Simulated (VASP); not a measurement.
# Ge (Fd-3m) in VASP: notebook

Runs on Ge. Level: PBE. Tasks: relaxation of cell and atoms.

Everything below comes from runs of VASP 6.6.1. Logs are shortened: lines on timing, memory, paths and dates and some standing lists are left out, and cuts for length are marked.

## Step 1: The cell of the first run

The structure is cubic, space group Fd-3m (No. 227). Conventional cell: a = 5.732 Å, b = 5.732 Å, c = 5.732 Å, α = 90.00°, β = 90.00°, γ = 90.00°. Within 3.3 Å of Ge (site symmetry -43m) lie 4 Ge at 2.48 Å.

## Step 2: Relaxation of cell and atoms, PBE

The input, INCAR:

```
SYSTEM = Ge
PREC = Accurate
ENCUT = 600
EDIFF = 1E-6
ISMEAR = -1
SIGMA = 0.05
LREAL = .FALSE.
LASPH = .TRUE.
NELM = 100
ALGO = Normal
ISIF = 3
LWAVE = .FALSE.
LCHARG = .FALSE.
GGA = PE
IBRION = 2
NSW = 100
EDIFFG = -0.005
```

The input, KPOINTS:

```
Automatic mesh
0
G
  10 10 10
  0 0 0
```

The input, POSCAR:

```
Ge
1.0
    0.0000000000      2.8661367691      2.8661367691
    2.8661367691      0.0000000000      2.8661367691
    2.8661367691      2.8661367691      0.0000000000
Ge
2
Direct
    0.0000000000      0.0000000000      0.0000000000
    0.2500000000      0.2500000000      0.2500000000
```

Potentials or basis: VASP PAW PBE potentials, release 64 (Ge_d).

Command:

```bash
cat potpaw_PBE.64/Ge_d/POTCAR > POTCAR
mpirun -np 1 vasp_std > vasp.out
```

OUTCAR:

```text
SYSTEM = Ge
   PREC = Accurate
   ENCUT = 600
   EDIFF = 1E-6
   ISMEAR = -1
   LREAL = .FALSE.
   LASPH = .TRUE.
   NELM = 100
   ISIF = 3
   GGA = PE
   IBRION = 2
   NSW = 100
   EDIFFG = -0.005

 ion  position               nearest neighbor table
   1  0.000  0.000  0.000-   2 2.48   2 2.48   2 2.48   2 2.48
   2  0.250  0.250  0.250-   1 2.48   1 2.48   1 2.48   1 2.48

  LATTYP: Found a face centered cubic cell.
 ALAT       =     5.7322735382

  Lattice vectors:

 A1 = (   0.0000000000,   2.8661367691,   2.8661367691)
 A2 = (   2.8661367691,   0.0000000000,   2.8661367691)
 A3 = (   2.8661367691,   2.8661367691,   0.0000000000)

Analysis of symmetry for initial positions (statically):
=====================================================================
 Subroutine PRICEL returns:
 Original cell was already a primitive cell.

 Routine SETGRP: Setting up the symmetry group for a
 face centered cubic supercell.

 Subroutine GETGRP returns: Found 48 space group operations
 (whereof 24 operations were pure point group operations)
 out of a pool of 48 trial point group operations.

The static configuration has the point symmetry T_d .
 The point group associated with its full space group is O_h .

Analysis of symmetry for dynamics (positions and initial velocities):
=====================================================================
 Subroutine PRICEL returns:
 Original cell was already a primitive cell.

 Routine SETGRP: Setting up the symmetry group for a
 face centered cubic supercell.

 Subroutine GETGRP returns: Found 48 space group operations
 (whereof 24 operations were pure point group operations)
 out of a pool of 48 trial point group operations.

The dynamic configuration has the point symmetry T_d .
 The point group associated with its full space group is O_h .

 Subroutine INISYM returns: Found 48 space group operations
 (whereof 24 operations are pure point group operations),
 and found     1 'primitive' translations

----------------------------------------------------------------------------------------

                                     Primitive cell

  volume of cell :      47.0891

  direct lattice vectors                    reciprocal lattice vectors
     0.000000000  2.866136769  2.866136769    -0.174450852  0.174450852  0.174450852
     2.866136769  0.000000000  2.866136769     0.174450852 -0.174450852  0.174450852
     2.866136769  2.866136769  0.000000000     0.174450852  0.174450852 -0.174450852

  length of vectors
     4.053329490  4.053329490  4.053329490     0.302157738  0.302157738  0.302157738

  position of ions in fractional coordinates (direct lattice)
     0.000000000  0.000000000  0.000000000
     0.250000000  0.250000000  0.250000000

  ion indices of the primitive-cell ions
   primitive index   ion index
                 1           1
                 2           2

----------------------------------------------------------------------------------------

 KPOINTS: Automatic mesh

Automatic generation of k-mesh.
 Grid dimensions read from file:
 generate k-points for:   10   10   10

 Generating k-lattice:

  Cartesian coordinates                     Fractional coordinates (reciprocal lattice)
    -0.017445085  0.017445085  0.017445085     0.100000000  0.000000000  0.000000000
     0.017445085 -0.017445085  0.017445085     0.000000000  0.100000000  0.000000000
     0.017445085  0.017445085 -0.017445085     0.000000000  0.000000000  0.100000000

  Length of vectors
     0.030215774  0.030215774  0.030215774

  Shift w.r.t. Gamma in fractional coordinates (k-lattice)
     0.000000000  0.000000000  0.000000000

 Subroutine IBZKPT returns following result:
[... 61 lines left out ...]
   NUPDOWN=      -1.0000    fix difference up-down
   EMIN   =  10.00;   EMAX   =-10.00  energy-range for DOS
   EFERMI =   0.00;   METHOD = LEGACY
   ISMEAR =    -1;   SIGMA  =   0.05  broadening in eV -4-tet -1-fermi 0-gaus
   EFERMI_NEDOS =   21; number of points for ismear=-14 and -15
   IALGO  =     38    algorithm
   IMIX   =      4    mixing-type and parameters
     AMIX     =   0.40;   BMIX     =  1.00
     AMIX_MAG =   1.60;   BMIX_MAG =  1.00
  volume/ion in A,a.u.               =      23.54       158.89
  Fermi-wavevector in a.u.,A,eV,Ry     =   1.376641  2.601474 25.784939  1.895140
  Thomas-Fermi vector in A             =   2.501867
   LORBIT       =      0    0 simple, 1 ext, 2 COOP (PROOUT), +10 PAW based schemes
   GGA     = PE    functional components
   LHFCALC =     F    Hartree Fock is set to
   AEXX    =    0.0000 exact exchange contribution
   IVDW    =     0    specifies the selected vdW correction
   LEPSILON=     F    determine dielectric tensor
   LRPA    =     F    only Hartree local field effects (RPA)
 conjugate gradient relaxation of ions
 non-spin polarized calculation
  energy-cutoff  :      600.00
  volume of cell :       47.09
 maximum number of plane-waves:      1596
   NGX = 17   NGY = 17   NGZ = 17

--------------------------------------- Ionic step        1  -------------------------------------------

 number of electron      28.0000026 magnetization

 Free energy of the ion-electron system (eV)
  ---------------------------------------------------
  ext. energy  EPLUGINS =         0.00000000
  ---------------------------------------------------
  free energy    TOTEN  =        -9.03225280 eV

  energy without entropy =       -9.03151790  energy(sigma->0) =       -9.03188535

 E-fermi :   4.6084     XC(G=0):  -9.7398

 val. band max:        4.3998761485   @ k =   0.1000   0.0000   0.0000
 cond. band min:       4.6177970801   @ k =   0.0000   0.0000   0.0000
 fundamental gap:      0.2179209315
 Fermi energy:         4.6084073875

 k-point     1 :       0.0000    0.0000    0.0000
  band No.  band energies     occupation
      1     -20.1453      2.00000
      2     -20.1453      2.00000
      3     -20.1453      2.00000
      4     -20.1121      2.00000
      5     -20.1121      2.00000
      6     -19.9218      2.00000
[... 493 lines left out ...]
     17      11.1167      0.00000
     18      11.6604      0.00000

 [... further k-points ...]

------------------------ aborting loop because EDIFF is reached ----------------------------------------

  FORCE on cell =-STRESS in cart. coord.  units (eV):
  Direction    XX          YY          ZZ          XY          YZ          ZX
  --------------------------------------------------------------------------------------
  -------------------------------------------------------------------------------------
  Total        0.2594939      0.2594939      0.2594939      0.0000000      0.0000000     -0.0000000
  in kB        8.8291116      8.8291116      8.8291116      0.0000000      0.0000000     -0.0000000
  external PRESSURE =       8.8291116 kB  Pullay stress =       0.0000000 kB

 VOLUME and BASIS-vectors are now :
 -----------------------------------------------------------------------------
  energy-cutoff  :      600.00
  volume of cell :       47.09
      direct lattice vectors                 reciprocal lattice vectors
     0.000000000  2.866136769  2.866136769    -0.174450852  0.174450852  0.174450852
     2.866136769  0.000000000  2.866136769     0.174450852 -0.174450852  0.174450852
     2.866136769  2.866136769  0.000000000     0.174450852  0.174450852 -0.174450852

 POSITION                                       TOTAL-FORCE (eV/Angst)
 -----------------------------------------------------------------------------------
      0.00000      0.00000      0.00000         0.000000      0.000000      0.000000
      1.43307      1.43307      1.43307        -0.000000     -0.000000     -0.000000
 -----------------------------------------------------------------------------------
    total drift:                               -0.000000      0.000000      0.000000

  FREE ENERGIE OF THE ION-ELECTRON SYSTEM (eV)
  ---------------------------------------------------
  free  energy   TOTEN  =        -9.0322527991 eV

  energy  without entropy=       -9.0315179038  energy(sigma->0) =       -9.03188535

--------------------------------------- Ionic step        2  -------------------------------------------

 number of electron      28.0000010 magnetization

 Free energy of the ion-electron system (eV)
  ---------------------------------------------------
  ext. energy  EPLUGINS =         0.00000000
  ---------------------------------------------------
  free energy    TOTEN  =        -9.03408860 eV

  energy without entropy =       -9.03312961  energy(sigma->0) =       -9.03360911

 E-fermi :   4.4104     XC(G=0):  -9.6528

 val. band max:        4.2319209823   @ k =   0.1000   0.0000   0.0000
 cond. band min:       4.4441987331   @ k =   0.0000   0.0000   0.0000
 fundamental gap:      0.2122777508
 Fermi energy:         4.4104254777

 k-point     1 :       0.0000    0.0000    0.0000
  band No.  band energies     occupation
      1     -20.2978      2.00000
      2     -20.2978      2.00000
      3     -20.2978      2.00000
      4     -20.2659      2.00000
      5     -20.2659      2.00000
      6     -20.0847      2.00000
[... 493 lines left out ...]
     17      10.8536      0.00000
     18      11.3956      0.00000

 [... further k-points ...]

------------------------ aborting loop because EDIFF is reached ----------------------------------------

  FORCE on cell =-STRESS in cart. coord.  units (eV):
  Direction    XX          YY          ZZ          XY          YZ          ZX
  --------------------------------------------------------------------------------------
  -------------------------------------------------------------------------------------
  Total        0.0042017      0.0042017      0.0042017      0.0000000      0.0000000     -0.0000000
  in kB        0.1403097      0.1403097      0.1403097      0.0000000      0.0000000     -0.0000000
  external PRESSURE =       0.1403097 kB  Pullay stress =       0.0000000 kB

 VOLUME and BASIS-vectors are now :
 -----------------------------------------------------------------------------
  energy-cutoff  :      600.00
  volume of cell :       47.98
      direct lattice vectors                 reciprocal lattice vectors
     0.000000000  2.884076886  2.884076886    -0.173365697  0.173365697  0.173365697
     2.884076886  0.000000000  2.884076886     0.173365697 -0.173365697  0.173365697
     2.884076886  2.884076886  0.000000000     0.173365697  0.173365697 -0.173365697

 POSITION                                       TOTAL-FORCE (eV/Angst)
 -----------------------------------------------------------------------------------
      0.00000      0.00000      0.00000        -0.000000     -0.000000     -0.000000
      1.44204      1.44204      1.44204         0.000000      0.000000      0.000000
 -----------------------------------------------------------------------------------
    total drift:                               -0.000000      0.000000      0.000000

  FREE ENERGIE OF THE ION-ELECTRON SYSTEM (eV)
  ---------------------------------------------------
  free  energy   TOTEN  =        -9.0340886049 eV

  energy  without entropy=       -9.0331296074  energy(sigma->0) =       -9.03360911

 reached required accuracy - stopping structural energy minimisation
```

Wall time 21 s (1 thread of Intel Xeon 6975P-C (Granite Rapids), shared host); peak memory 0.19 GiB.

What came out:

```
Free energy                            : -9.0341 eV
Relaxed volume                         : 23.99 Å³/atom
Relaxed cell                           : a = 4.079 Å, b = 4.079 Å, c = 4.079 Å, α = 60.00°, β = 60.00°, γ = 60.00°
Space group after relaxing (to 0.05 Å) : Fd-3m (No. 227)
Energy gained by relaxing              : 0.9 meV/atom
Ionic steps                            : 2
Pressure after relaxing                : 0.0 GPa
Band gap on the k mesh                 : zero (filled and empty bands touch)
```

The path:
| step | energy change (eV) | largest force (eV/Å) | pressure (GPa) | volume (Å³) |
| --- | --- | --- | --- | --- |
| 1 | 0.0000 | 0.0000 | 0.88 | 47.09 |
| 2 | -0.0018 | 0.0000 | 0.01 | 47.98 |

Final structure:
```yaml
crystal:
  lattice:
    - [0.00000, 2.88408, 2.88408]
    - [2.88408, 0.00000, 2.88408]
    - [2.88408, 2.88408, 0.00000]
  atoms:
    - { symbol: Ge, position: [0.00000, 0.00000, 0.00000] }
    - { symbol: Ge, position: [0.25000, 0.25000, 0.25000] }
```

Levels at points of the mesh, in eV from the Fermi level:
```tsv
k point	band 11	band 12	band 13	band 14	band 15	band 16	band 17	band 18
(0.00, 0.00, 0.00)	-12.31	-0.45	0.03	0.03	0.03	2.56	2.56	2.56
(0.50, 0.00, 0.00)	-10.36	-7.31	-1.28	-1.28	0.05	3.75	3.75	7.13
(0.50, 0.50, 0.00)	-8.64	-8.64	-2.84	-2.84	0.86	0.86	9.08	9.08
```

PBE usually gives volumes a little too large and moduli too small. Zero-point motion and thermal expansion aren't in these numbers.

(Part 1 of 2 ends here.)
